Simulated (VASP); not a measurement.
Crystal: W.

```
W
1.0
     0.00000    2.03000    2.03000
     2.03000    0.00000    2.03000
     2.03000    2.03000    0.00000
W
1
Direct
  0.00000 0.00000 0.00000
```

```yaml
Program: VASP 6.6.1
Task: relaxation of cell and atoms
Functional: PBEsol
Potentials_or_basis: VASP PAW PBE potentials, release 64 (W_sv)
Cutoff: 500 eV
k_mesh: 8 × 8 × 8
Occupations: gaussian, width 0.1 eV
Spin: no spin polarisation
```

At the start: pressure -11.8 GPa; volume 16.73 Å³/atom.

Task: Where does the relaxation end?

Result: Over 4 steps the energy falls by 26.2 meV/atom and the volume is 16.05 Å³/atom (-4.1 %); space group Fm-3m (No. 225, to 0.05 Å).

The path:
```
step  energy change (eV)  largest force (eV/Å)  pressure (GPa)  volume (Å³)
   1              0.0000                0.0000          -11.79        16.73
   2              0.3008                0.0000           56.14        13.92
   3             -0.0261                0.0000           -0.53        16.07
   4             -0.0262                0.0000           -0.08        16.05
```

Final structure:
```
W
1.0
     0.00000    2.00190    2.00190
     2.00190    0.00000    2.00190
     2.00190    2.00190    0.00000
W
1
Direct
  0.00000 0.00000 0.00000
```

Caveat: the PAW data sets were made with another functional, which shifts forces and pressure a little.
